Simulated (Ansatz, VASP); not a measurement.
**Two plane-wave programs on Na3LiB5**

```xyz
9
Lattice="3.9720 0.0000 0.0000 0.0000 3.9720 0.0000 0.0000 0.0000 9.6906" Properties=species:S:1:pos:R:3 pbc="T T T"
Na    1.9860    1.9860    4.8453
Na    0.0000    1.9860    2.3991
Na    1.9860    0.0000    7.2915
Li    0.0000    0.0000    0.0000
B     0.8663    1.9860    9.4201
B     3.1056    1.9860    9.4201
B     1.9860    3.1056    0.2705
B     1.9860    0.8663    0.2705
B     0.0000    0.0000    4.8453
```

Alike in both runs: functional PBE; k mesh 4 × 4 × 4; occupations gaussian, width 0.1 eV; no spin polarisation.

Ansatz relaxed the structure, and its values are those at the end. VASP's run is a single point on that final structure, the one shown.

```csv
,VASP,Ansatz
version,VASP 6.6.1,Ansatz 0.2.0
potentials or method,"VASP PAW PBE potentials, release 64 (Na_pv, Li_sv, B), cutoff 520 eV","scalar-relativistic, plane waves, PAW"
valence electrons in the cell,39,45
```

```csv
,VASP,Ansatz,Ansatz less VASP
gap on the k mesh at the Fermi level (eV),none,none,-
rms of the force components (eV/Å),0.003,0.002,-0.0016
```

A gap of «none» marks a metal or a gap that the smearing closes. The functional is the same, so the differences come from potentials, cutoffs and numerics. VASP's potentials hold 39 valence electrons a cell and Ansatz's 45, so a difference there can come from the potentials and not from the codes.

The k mesh is coarse, so the values compare programs but aren't converged. Noted on VASP's run: the cutoff is short for stress, so the pressure is rough.
